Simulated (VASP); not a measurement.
# SnSe (I4/mmm) in VASP: notebook

The runs below take SnSe through single point, with r2SCAN.

Everything below comes from runs of VASP 6.6.1. Logs are shortened: lines on timing, memory, paths and dates and some standing lists are left out, and cuts for length are marked.

## Step 1: The cell of the first run

The structure is tetragonal, space group I4/mmm (No. 139). The conventional cell has a = 4.257 Å, b = 4.257 Å, c = 5.779 Å, α = 90.00°, β = 90.00°, γ = 90.00°. Within 3.8 Å of Sn (site symmetry 4/mmm) lie 6 Se at 2.89 to 3.01 Å. Se (site symmetry 4/mmm) has 6 Sn at 2.89 to 3.01 Å within 3.8 Å.

## Step 2: Single point, r2SCAN (strain -0.0400 x Voigt [0, 0, 1, 0, 0, 0])

Input file POSCAR:

```
SnSe
1.0
    0.0000000000      3.0100000000      2.8896000000
    3.0100000000      0.0000000000      2.8896000000
    3.0100000000      3.0100000000      0.0000000000
Sn Se
1 1
Direct
    0.0000000000      0.0000000000      0.0000000000
    0.5000000000      0.5000000000      0.5000000000
```

Input file INCAR.step1:

```
PREC = Accurate
ENCUT = 520
ISMEAR = 0
SIGMA = 0.05
LREAL = F
LASPH = T
NELM = 60
NBANDS = 17
GGA = PE
ALGO = Normal
EDIFF = 1E-4
LWAVE = T
LCHARG = F
```

Input file INCAR.step2:

```
PREC = Accurate
ENCUT = 520
EDIFF = 1E-6
ISMEAR = 0
SIGMA = 0.05
LREAL = F
LASPH = T
NELM = 60
ALGO = Normal
ISIF = 2
LWAVE = F
LCHARG = F
METAGGA = R2SCAN
LMIXTAU = T
NBANDS = 17
ISTART = 1
```

Input file KPOINTS:

```
Automatic mesh
0
Gamma
  10 10 10
```

Potentials or basis: VASP PAW PBE potentials, release 64 (Sn_d, Se).

On the command line:

```bash
$ cat potpaw_PBE.64/Sn_d/POTCAR potpaw_PBE.64/Se/POTCAR > POTCAR
$ cp INCAR.step1 INCAR
$ mpirun -np 1 vasp_std > vasp.out
$ cp INCAR.step2 INCAR
$ mpirun -np 1 vasp_std > vasp.out
```

OUTCAR:

```text
PREC = Accurate
   ENCUT = 520
   EDIFF = 1E-6
   ISMEAR = 0
   LREAL = F
   LASPH = T
   NELM = 60
   ISIF = 2
   METAGGA = R2SCAN
   ISTART = 1

 ion  position               nearest neighbor table
   1  0.000  0.000  0.000-   2 2.89   2 2.89   2 3.01   2 3.01   2 3.01   2 3.01
   2  0.500  0.500  0.500-   1 2.89   1 2.89   1 3.01   1 3.01   1 3.01   1 3.01

  LATTYP: Found a body centered tetragonal cell.
 ALAT       =     4.2567828227
 C/A-ratio  =     1.3576450199

  Lattice vectors:

 A1 = (   0.0000000000,  -3.0100000000,  -2.8896000000)
 A2 = (   0.0000000000,   3.0100000000,  -2.8896000000)
 A3 = (   3.0100000000,   0.0000000000,   2.8896000000)

Analysis of symmetry for initial positions (statically):
=====================================================================
 Subroutine PRICEL returns:
 Original cell was already a primitive cell.

 Routine SETGRP: Setting up the symmetry group for a
 body centered tetragonal supercell.

 Subroutine GETGRP returns: Found 16 space group operations
 (whereof 16 operations were pure point group operations)
 out of a pool of 16 trial point group operations.

The static configuration has the point symmetry D_4h.

Analysis of symmetry for dynamics (positions and initial velocities):
=====================================================================
 Subroutine PRICEL returns:
 Original cell was already a primitive cell.

 Routine SETGRP: Setting up the symmetry group for a
 body centered tetragonal supercell.

 Subroutine GETGRP returns: Found 16 space group operations
 (whereof 16 operations were pure point group operations)
 out of a pool of 16 trial point group operations.

The dynamic configuration has the point symmetry D_4h.

 Subroutine INISYM returns: Found 16 space group operations
 (whereof 16 operations are pure point group operations),
 and found     1 'primitive' translations

----------------------------------------------------------------------------------------

                                     Primitive cell

  volume of cell :      52.3601

  direct lattice vectors                    reciprocal lattice vectors
     0.000000000  3.010000000  2.889600000    -0.166112957  0.166112957  0.173034330
     3.010000000  0.000000000  2.889600000     0.166112957 -0.166112957  0.173034330
     3.010000000  3.010000000  0.000000000     0.166112957  0.166112957 -0.173034330

  length of vectors
     4.172515807  4.172515807  4.256782823     0.291766873  0.291766873  0.291766873

  position of ions in fractional coordinates (direct lattice)
     0.000000000  0.000000000  0.000000000
     0.500000000  0.500000000  0.500000000

  ion indices of the primitive-cell ions
   primitive index   ion index
                 1           1
                 2           2

----------------------------------------------------------------------------------------

 KPOINTS: Automatic mesh

Automatic generation of k-mesh.
 Grid dimensions read from file:
 generate k-points for:   10   10   10

 Generating k-lattice:

  Cartesian coordinates                     Fractional coordinates (reciprocal lattice)
    -0.016611296  0.016611296  0.017303433     0.100000000  0.000000000  0.000000000
     0.016611296 -0.016611296  0.017303433     0.000000000  0.100000000  0.000000000
     0.016611296  0.016611296 -0.017303433     0.000000000  0.000000000  0.100000000

  Length of vectors
     0.029176687  0.029176687  0.029176687

  Shift w.r.t. Gamma in fractional coordinates (k-lattice)
     0.000000000  0.000000000  0.000000000

 Subroutine IBZKPT returns following result:
 ===========================================

 Found    102 irreducible k-points:

 Following reciprocal coordinates:
            Coordinates               Weight
  0.000000  0.000000  0.000000      1.000000
  0.100000  0.000000  0.000000      8.000000
  0.200000  0.000000  0.000000      8.000000
  0.300000  0.000000  0.000000      8.000000
  0.400000  0.000000  0.000000      8.000000
  0.500000  0.000000  0.000000      4.000000
[... 16 lines left out ...]
  0.300000  0.300000  0.000000      2.000000
  0.400000  0.300000  0.000000      8.000000
 [... further k-points ...]
   k-points           NKPTS =    102   k-points in BZ     NKDIM =    102   number of bands    NBANDS=     17
   number of dos      NEDOS =    301   number of ions     NIONS =      2
   total plane-waves  NPLWV =  32768
   dimension x,y,z NGX =    32 NGY =   32 NGZ =   32
   dimension x,y,z NGXF=    64 NGYF=   64 NGZF=   64
   ions per type =               1   1
   NGX,Y,Z   is equivalent  to a cutoff of  12.75, 12.75, 12.50 a.u.
   NGXF,Y,Z  is equivalent  to a cutoff of  25.50, 25.50, 24.99 a.u.
 SYSTEM =  unknown system
   PREC   = accura    normal or accurate (medium, high low for compatibility)
   ISTART =      1    job   : 0-new  1-cont  2-samecut
   ICHARG =      0    charge: 1-file 2-atom 10-const
   ISPIN  =      1    spin polarized calculation?
   LNONCOLLINEAR =      F non collinear calculations
   LSORBIT =      F    spin-orbit coupling
   LASPH  =      T    aspherical Exc in radial PAW
   ENCUT  =  520.0 eV  38.22 Ry    6.18 a.u.   7.76  7.76  7.91*2*pi/ulx,y,z
   NELM   =     60;   NELMIN=  2; NELMDL=  0     # of ELM steps
   EDIFF  = 0.1E-05   stopping-criterion for ELM
   LREAL  =      F    real-space projection
   EDIFFG = 0.1E-04   stopping-criterion for IOM
   NSW    =      0    number of steps for IOM
   IBRION =     -1    ionic relax: 0-MD 1-quasi-New 2-CG
   NFREE  =      0    steps in history (QN), initial steepest desc. (CG)
   ISIF   =      2    stress and relaxation
   ISYM   =      2    0-nonsym 1-usesym 2-fastsym
   POTIM  = 0.5000    time-step for ionic-motion
   TEBEG  =    0.0;   TEEND  =   0.0 temperature during run
   PSTRESS=    0.0 pullay stress
   NELECT =      20.0000    total number of electrons
   NUPDOWN=      -1.0000    fix difference up-down
   EMIN   =  10.00;   EMAX   =-10.00  energy-range for DOS
   EFERMI =   0.00;   METHOD = LEGACY
   ISMEAR =     0;   SIGMA  =   0.05  broadening in eV -4-tet -1-fermi 0-gaus
   EFERMI_NEDOS =   21; number of points for ismear=-14 and -15
   IALGO  =     38    algorithm
   IMIX   =      4    mixing-type and parameters
     AMIX     =   0.40;   BMIX     =  1.00
     AMIX_MAG =   1.60;   BMIX_MAG =  1.00
  volume/ion in A,a.u.               =      26.18       176.67
  Fermi-wavevector in a.u.,A,eV,Ry     =   1.187822  2.244658 19.196738  1.410920
  Thomas-Fermi vector in A             =   2.323965
   LORBIT       =      0    0 simple, 1 ext, 2 COOP (PROOUT), +10 PAW based schemes
   METAGGA = R2SCAN    functional components
   LHFCALC =     F    Hartree Fock is set to
   AEXX    =    0.0000 exact exchange contribution
   IVDW    =     0    specifies the selected vdW correction
   LEPSILON=     F    determine dielectric tensor
   LRPA    =     F    only Hartree local field effects (RPA)
 non-spin polarized calculation
 Gauss-broadening in eV      SIGMA  =   0.05
  energy-cutoff  :      520.00
  volume of cell :       52.36
 maximum number of plane-waves:      1422
   NGX = 15   NGY = 15   NGZ = 15

 number of electron      20.0000006 magnetization

 Free energy of the ion-electron system (eV)
  ---------------------------------------------------
  ext. energy  EPLUGINS =         0.00000000
  ---------------------------------------------------
  free energy    TOTEN  =       -39.83084998 eV

  energy without entropy =      -39.83084998  energy(sigma->0) =      -39.83084998

 E-fermi :   6.3647     XC(G=0): -10.3871

 val. band max:        6.1351369594   @ k =   0.5000   0.0000   0.0000
 cond. band min:       6.6298250163   @ k =  -0.4000   0.1000   0.0000
 fundamental gap:      0.4946880569
 Fermi energy:         6.3646825310

 k-point     1 :       0.0000    0.0000    0.0000
  band No.  band energies     occupation
      1     -16.3718      2.00000
      2     -16.3663      2.00000
      3     -16.3579      2.00000
      4     -16.3558      2.00000
      5     -16.3558      2.00000
      6      -8.8516      2.00000
[... 9 lines left out ...]
     16      12.3772      0.00000
     17      14.2278      0.00000

 k-point     2 :       0.1000    0.0000    0.0000
  band No.  band energies     occupation
      1     -16.3721      2.00000
      2     -16.3658      2.00000
      3     -16.3587      2.00000
      4     -16.3550      2.00000
      5     -16.3546      2.00000
      6      -8.7722      2.00000
[... 9 lines left out ...]
     16      12.5381      0.00000
     17      14.9687      0.00000

 k-point     3 :       0.2000    0.0000    0.0000
  band No.  band energies     occupation
      1     -16.3737      2.00000
      2     -16.3655      2.00000
      3     -16.3604      2.00000
      4     -16.3525      2.00000
      5     -16.3510      2.00000
      6      -8.5482      2.00000
[... 9 lines left out ...]
     16      13.1538      0.00000
     17      16.6301      0.00000

 k-point     4 :       0.3000    0.0000    0.0000
  band No.  band energies     occupation
      1     -16.3761      2.00000
      2     -16.3677      2.00000
      3     -16.3605      2.00000
      4     -16.3490      2.00000
      5     -16.3460      2.00000
      6      -8.2287      2.00000
[... 9 lines left out ...]
     16      14.1725      0.00000
     17      18.5591      0.00000
[... 343 lines left out ...]
      1     -16.3761      2.00000
      2     -16.3700      2.00000
      3     -16.3561      2.00000
      4     -16.3514      2.00000
      5     -16.3473      2.00000
      6      -8.1362      2.00000
[... 9 lines left out ...]
     16      16.2704      0.00000
     17      16.8771      0.00000

 k-point    23 :       0.3000    0.3000    0.0000
  band No.  band energies     occupation
      1     -16.3829      2.00000
      2     -16.3722      2.00000
      3     -16.3645      2.00000
      4     -16.3408      2.00000
      5     -16.3408      2.00000
      6      -7.9521      2.00000
[... 9 lines left out ...]
     16      16.7369      0.00000
     17      17.0697      0.00000

 k-point    24 :       0.4000    0.3000    0.0000
  band No.  band energies     occupation
      1     -16.3893      2.00000
      2     -16.3723      2.00000
      3     -16.3642      2.00000
      4     -16.3381      2.00000
      5     -16.3374      2.00000
      6      -7.6998      2.00000
[... 9 lines left out ...]
     16      17.3453      0.00000
     17      18.2419      0.00000

 [... further k-points ...]

------------------------ aborting loop because EDIFF is reached ----------------------------------------

  FORCE on cell =-STRESS in cart. coord.  units (eV):
  Direction    XX          YY          ZZ          XY          YZ          ZX
  --------------------------------------------------------------------------------------
  -------------------------------------------------------------------------------------
  Total        0.1538571      0.1538571      2.2593611      0.0000000      0.0000000      0.0000000
  in kB        4.7079029      4.7079029     69.1346104      0.0000000      0.0000000      0.0000000
  external PRESSURE =      26.1834721 kB  Pullay stress =       0.0000000 kB

 VOLUME and BASIS-vectors are now :
 -----------------------------------------------------------------------------
  energy-cutoff  :      520.00
  volume of cell :       52.36
      direct lattice vectors                 reciprocal lattice vectors
     0.000000000  3.010000000  2.889600000    -0.166112957  0.166112957  0.173034330
     3.010000000  0.000000000  2.889600000     0.166112957 -0.166112957  0.173034330
     3.010000000  3.010000000  0.000000000     0.166112957  0.166112957 -0.173034330

 POSITION                                       TOTAL-FORCE (eV/Angst)
 -----------------------------------------------------------------------------------
      0.00000      0.00000      0.00000         0.000000     -0.000000     -0.000000
      3.01000      3.01000      2.88960        -0.000000      0.000000      0.000000
 -----------------------------------------------------------------------------------
    total drift:                                0.000000     -0.000000     -0.000000

  FREE ENERGIE OF THE ION-ELECTRON SYSTEM (eV)
  ---------------------------------------------------
  free  energy   TOTEN  =       -39.8308499788 eV

  energy  without entropy=      -39.8308499788  energy(sigma->0) =      -39.83084998
```

It took 4.4 min on 1 thread of Intel Xeon 8259CL, shared host; peak memory 0.25 GiB.

What came out:

| Quantity | Value |
| --- | --- |
| Free energy | -39.8308 eV |
| Pressure | 2.6 GPa |
| Band gap on the k mesh | 0.49 eV (least direct gap 0.63 eV) |

Stress tensor (GPa, compression positive):
```
0.47 0.00 0.00
0.00 0.47 0.00
0.00 0.00 6.91
```

Levels at points of the mesh, in eV from the valence-band top:
| k point | band 8 | band 9 | band 10 | band 11 | band 12 | band 13 |
| --- | --- | --- | --- | --- | --- | --- |
| (0.00, 0.00, 0.00) | -3.02 | -2.58 | -2.58 | 4.21 | 4.21 | 5.31 |
| (0.50, 0.00, 0.00) | -2.49 | -2.41 | 0.00 | 0.70 | 1.03 | 1.30 |
| (0.50, 0.50, 0.00) | -6.27 | -4.34 | -4.34 | 2.92 | 5.61 | 5.61 |
| (0.50, 0.00, 0.50) | -6.18 | -4.48 | -3.99 | 3.07 | 5.28 | 6.29 |

Caveat: the cell differs from its parent crystal (strain -0.0400 x Voigt [0, 0, 1, 0, 0, 0]); the PAW data sets were made with another functional, which shifts forces and pressure a little; spin-orbit coupling is left out, which moves the levels of the heavy elements.

## Step 3: Single point, r2SCAN (strain -0.0300 x Voigt [0, 0, 1, 0, 0, 0])

Input file POSCAR:

```
SnSe
1.0
    0.0000000000      3.0100000000      2.9197000000
    3.0100000000      0.0000000000      2.9197000000
    3.0100000000      3.0100000000      0.0000000000
Sn Se
1 1
Direct
    0.0000000000      0.0000000000      0.0000000000
    0.5000000000      0.5000000000      0.5000000000
```

Input file INCAR.step1:

```
PREC = Accurate
ENCUT = 520
ISMEAR = 0
SIGMA = 0.05
LREAL = False
LASPH = True
NELM = 100
NBANDS = 17
GGA = PE
ALGO = Normal
EDIFF = 1E-4
LWAVE = True
LCHARG = False
```

Input file INCAR.step2:

```
PREC = Accurate
ENCUT = 520
EDIFF = 1E-6
ISMEAR = 0
SIGMA = 0.05
LREAL = False
LASPH = True
NELM = 100
ALGO = Normal
ISIF = 2
LWAVE = False
LCHARG = True
METAGGA = R2SCAN
LMIXTAU = True
LELF = True
LVHAR = True
NBANDS = 17
ISTART = 1
```

Input file KPOINTS:

```
regular mesh
0
Gamma
  10 10 10
```

Potentials or basis: VASP PAW PBE potentials, release 64 (Sn_d, Se).

On the command line:

```bash
$ cat potpaw_PBE.64/Sn_d/POTCAR potpaw_PBE.64/Se/POTCAR > POTCAR
$ cp INCAR.step1 INCAR
$ mpirun -np 1 vasp_std > vasp.out
$ cp INCAR.step2 INCAR
$ mpirun -np 1 vasp_std > vasp.out
```

Run time: 4.1 min. Hardware: 1 thread of Intel Xeon 8259CL, shared host; peak memory 0.25 GiB.

The run converged. Its results:

```
Free energy            : -39.8510 eV
Pressure               : 1.9 GPa
Band gap on the k mesh : 0.49 eV (least direct gap 0.63 eV)
```

Stress tensor (GPa, compression positive):
```
0.34 0.00 0.00
0.00 0.34 0.00
0.00 0.00 4.87
```

Levels at points of the mesh, in eV from the valence-band top:
```csv
k point,band 8,band 9,band 10,band 11,band 12,band 13
"(0.00, 0.00, 0.00)",-2.92,-2.60,-2.60,4.25,4.25,5.05
"(0.50, 0.00, 0.00)",-2.46,-2.40,0.00,0.63,1.05,1.24
"(0.50, 0.50, 0.00)",-6.19,-4.28,-4.28,2.96,5.56,5.56
"(0.50, 0.00, 0.50)",-6.12,-4.39,-4.03,3.07,5.32,6.15
```

Caveat: the cell differs from its parent crystal (strain -0.0300 x Voigt [0, 0, 1, 0, 0, 0]); the PAW data sets were made with another functional, which shifts forces and pressure a little; spin-orbit coupling is left out, which moves the levels of the heavy elements. A k mesh can miss the band edges.
